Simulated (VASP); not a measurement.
# PdAu3 (Fm-3m) in VASP: a series of runs, part 2 of 2

VASP 6.6.1. Earlier steps stand in the parts before.

**3. Relaxation of cell and atoms, LDA**

This run uses another cell than the first one, of 16.85 Å³/atom.

INCAR

```
SYSTEM = PdAu3
ALGO = Normal
EDIFF = 1E-7
EDIFFG = -0.01
ENCUT = 500
GGA = CA
GGA_COMPAT = .False.
IBRION = 2
ISIF = 3
ISMEAR = 1
LASPH = .True.
LCHARG = .False.
LREAL = .False.
LWAVE = .False.
NELM = 120
NELMIN = 4
NSW = 80
PREC = Accurate
SIGMA = 0.1
```

KPOINTS

```
k-points
0
Gamma
  6 6 6
  0 0 0
```

POSCAR

```
PdAu3
1.0
    0.0000000000      3.2300000000      3.2300000000
    3.2300000000      0.0000000000      3.2300000000
    3.2300000000      3.2300000000      0.0000000000
Pd Au
1 3
Direct
    0.0000000000      0.0000000000      0.0000000000
    0.5000000000      0.5000000000      0.5000000000
    0.2500000000      0.2500000000      0.2500000000
    0.7500000000      0.7500000000      0.7500000000
```

Potentials or basis: VASP PAW LDA potentials, release 64 (Pd, Au).

Launch:

```sh
$ cat potpaw_LDA.64/Pd/POTCAR potpaw_LDA.64/Au/POTCAR > POTCAR
$ mpirun -np 1 vasp_std > vasp.out
```

OUTCAR:

```text
SYSTEM = PdAu3
   EDIFF = 1E-7
   EDIFFG = -0.01
   ENCUT = 500
   GGA = CA
   IBRION = 2
   ISIF = 3
   ISMEAR = 1
   LASPH = .True.
   LREAL = .False.
   NELM = 120
   NELMIN = 4
   NSW = 80
   PREC = Accurate

 ion  position               nearest neighbor table
   1  0.000  0.000  0.000-   4 2.80   4 2.80   4 2.80   3 2.80   3 2.80   3 2.80   4 2.80   3 2.80
                             2 3.23   2 3.23   2 3.23   2 3.23   2 3.23   2 3.23
   2  0.500  0.500  0.500-   3 2.80   3 2.80   3 2.80   4 2.80   4 2.80   4 2.80   4 2.80   3 2.80
                             1 3.23   1 3.23   1 3.23   1 3.23   1 3.23   1 3.23
   3  0.250  0.250  0.250-   1 2.80   1 2.80   1 2.80   2 2.80   2 2.80   2 2.80   2 2.80   1 2.80
                             4 3.23   4 3.23   4 3.23   4 3.23   4 3.23   4 3.23
   4  0.750  0.750  0.750-   2 2.80   2 2.80   2 2.80   1 2.80   1 2.80   1 2.80   2 2.80   1 2.80
                             3 3.23   3 3.23   3 3.23   3 3.23   3 3.23   3 3.23

  LATTYP: Found a face centered cubic cell.
 ALAT       =     6.4600000000

  Lattice vectors:

 A1 = (   0.0000000000,   3.2300000000,   3.2300000000)
 A2 = (   3.2300000000,   0.0000000000,   3.2300000000)
 A3 = (   3.2300000000,   3.2300000000,   0.0000000000)

Analysis of symmetry for initial positions (statically):
=====================================================================
 Subroutine PRICEL returns:
 Original cell was already a primitive cell.

 Routine SETGRP: Setting up the symmetry group for a
 face centered cubic supercell.

 Subroutine GETGRP returns: Found 48 space group operations
 (whereof 48 operations were pure point group operations)
 out of a pool of 48 trial point group operations.

The static configuration has the point symmetry O_h .

Analysis of symmetry for dynamics (positions and initial velocities):
=====================================================================
 Subroutine PRICEL returns:
 Original cell was already a primitive cell.

 Routine SETGRP: Setting up the symmetry group for a
 face centered cubic supercell.

 Subroutine GETGRP returns: Found 48 space group operations
 (whereof 48 operations were pure point group operations)
 out of a pool of 48 trial point group operations.

[... 123 lines left out ...]
   IVDW    =     0    specifies the selected vdW correction
   LEPSILON=     F    determine dielectric tensor
   LRPA    =     F    only Hartree local field effects (RPA)
 conjugate gradient relaxation of ions
 non-spin polarized calculation
 Methfessel and Paxton  Order N= 1 SIGMA  =   0.10
  energy-cutoff  :      500.00
  volume of cell :       67.40
 maximum number of plane-waves:      1724
 NGX is ok and might be reduce to    36
   NGX = 17   NGY = 17   NGZ = 17

--------------------------------------- Ionic step        1  -------------------------------------------

 number of electron      43.0000003 magnetization

 Free energy of the ion-electron system (eV)
  ---------------------------------------------------
  ext. energy  EPLUGINS =         0.00000000
  ---------------------------------------------------
  free energy    TOTEN  =       -19.89273562 eV

  energy without entropy =      -19.88897016  energy(sigma->0) =      -19.89148047

------------------------ aborting loop because EDIFF is reached ----------------------------------------

  FORCE on cell =-STRESS in cart. coord.  units (eV):
  Direction    XX          YY          ZZ          XY          YZ          ZX
  --------------------------------------------------------------------------------------
  -------------------------------------------------------------------------------------
  Total       -3.5674276     -3.5674276     -3.5674276     -0.0000000     -0.0000000     -0.0000000
  in kB      -84.8063142    -84.8063142    -84.8063142     -0.0000000     -0.0000000     -0.0000000
  external PRESSURE =     -84.8063142 kB  Pullay stress =       0.0000000 kB
[... 25 lines left out ...]
--------------------------------------- Ionic step        2  -------------------------------------------

 number of electron      43.0000003 magnetization

 E-fermi :  11.0345     XC(G=0): -13.7480

 val. band max:       10.9746118139   @ k =  -0.3333   0.3333   0.0000
 cond. band min:      11.1120597218   @ k =   0.5000   0.3333   0.0000
 fundamental gap:      0.1374479079
 Fermi energy:        11.0344774770

 k-point     1 :       0.0000    0.0000    0.0000
  band No.  band energies     occupation
      1       0.7674      2.00000
      2       3.6734      2.00000
      3       3.6734      2.00000
      4       5.2663      2.00000
      5       5.2663      2.00000
      6       5.2663      2.00000
[... 512 lines left out ...]
--------------------------------------- Ionic step        4  -------------------------------------------

 number of electron      42.9999997 magnetization

 Free energy of the ion-electron system (eV)
  ---------------------------------------------------
  ext. energy  EPLUGINS =         0.00000000
  ---------------------------------------------------
  free energy    TOTEN  =       -19.98815392 eV

  energy without entropy =      -19.98614913  energy(sigma->0) =      -19.98748566

 E-fermi :   9.5893     XC(G=0): -13.2668

 val. band max:        9.5817807481   @ k =  -0.3333   0.5000   0.1667
 cond. band min:       9.6340639614   @ k =   0.5000   0.3333   0.0000
 fundamental gap:      0.0522832133
 Fermi energy:         9.5893379875

 k-point     1 :       0.0000    0.0000    0.0000
  band No.  band energies     occupation
      1       0.1484      2.00000
      2       3.0073      2.00000
      3       3.0073      2.00000
      4       4.3758      2.00000
      5       4.3758      2.00000
      6       4.3758      2.00000
[... 468 lines left out ...]
  FREE ENERGIE OF THE ION-ELECTRON SYSTEM (eV)
  ---------------------------------------------------
  free  energy   TOTEN  =       -19.9881539202 eV

  energy  without entropy=      -19.9861491259  energy(sigma->0) =      -19.98748566

 reached required accuracy - stopping structural energy minimisation
```

It took 2.4 min on 1 thread of AMD EPYC 7R43 (Zen 3), shared host; peak memory 0.15 GiB.

Results:

```yaml
Free_energy: -19.9882 eV
Relaxed_volume: 16.01 Å³/atom
Relaxed_cell: a = 4.491 Å, b = 4.491 Å, c = 4.491 Å, α = 60.00°, β = 60.00°, γ = 60.00°
Space_group_after_relaxing_to_0.1_Å: Fm-3m (No. 225)
Energy_gained_by_relaxing: 23.9 meV/atom
Ionic_steps: 4
Pressure_after_relaxing: 0.0 GPa
Band_gap_on_the_k_mesh: zero (an odd number of electrons rules out a gap without spin polarisation)
```

The path:
```
step  energy change (eV)  largest force (eV/Å)  pressure (GPa)  volume (Å³)
   1              0.0000                0.0000           -8.48        67.40
   2              0.1882                0.0000           20.06        59.07
   3             -0.0953                0.0000           -0.28        64.11
   4             -0.0954                0.0000           -0.05        64.03
```

Final structure:
```cif
data_structure
_symmetry_space_group_name_H-M 'P 1'
_symmetry_Int_Tables_number 1
_cell_length_a 4.4905
_cell_length_b 4.4905
_cell_length_c 4.4905
_cell_angle_alpha 60.000
_cell_angle_beta 60.000
_cell_angle_gamma 60.000
_cell_volume 64.03
loop_
_atom_site_label
_atom_site_type_symbol
_atom_site_fract_x
_atom_site_fract_y
_atom_site_fract_z
_atom_site_occupancy
Pd1 Pd 0.00000 0.00000 0.00000 1
Au1 Au 0.50000 0.50000 0.50000 1
Au2 Au 0.25000 0.25000 0.25000 1
Au3 Au 0.75000 0.75000 0.75000 1
```

Caveat: spin-orbit coupling is left out, which moves the levels of the heavy elements.
